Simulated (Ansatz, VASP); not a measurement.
## Two plane-wave programs on BeTe

```
Be Te
1.0
     4.03085    0.00000    0.00000
    -2.01543    3.49082    0.00000
     0.00000    0.00000    8.14404
Be Te
2 2
Direct
  0.33333 0.66667 0.25000
  0.66667 0.33333 0.75000
  0.66667 0.33333 0.25000
  0.33333 0.66667 0.75000
```

Alike in both runs: task single point; functional r2SCAN; k mesh 12 × 12 × 4; no spin polarisation.

|  | VASP | Ansatz |
| --- | --- | --- |
| version | VASP 6.6.1 | Ansatz 0.2.0 |
| potentials or method | VASP PAW PBE potentials, release 64 (Be, Te) | plane waves, PAW |
| plane-wave cutoff (eV) | 520 | 500 |
| occupations | gaussian, width 0.01 eV | fixed |
| valence electrons in the cell | 16 | 36 |

```tsv
	VASP	Ansatz	Ansatz less VASP
gap on the k mesh at the Fermi level (eV)	3.04	3.05	+0.012
pressure (GPa)	0.0	0.0	-0.06
traceless stress, the component that is largest in VASP (GPa)	-0.06	0.00	+0.059
```

VASP's potentials were made for PBE, not for r2SCAN. VASP's potentials hold 16 valence electrons a cell and Ansatz's 36, so a difference there can come from the potentials and not from the codes.

Spin-orbit coupling is off throughout.
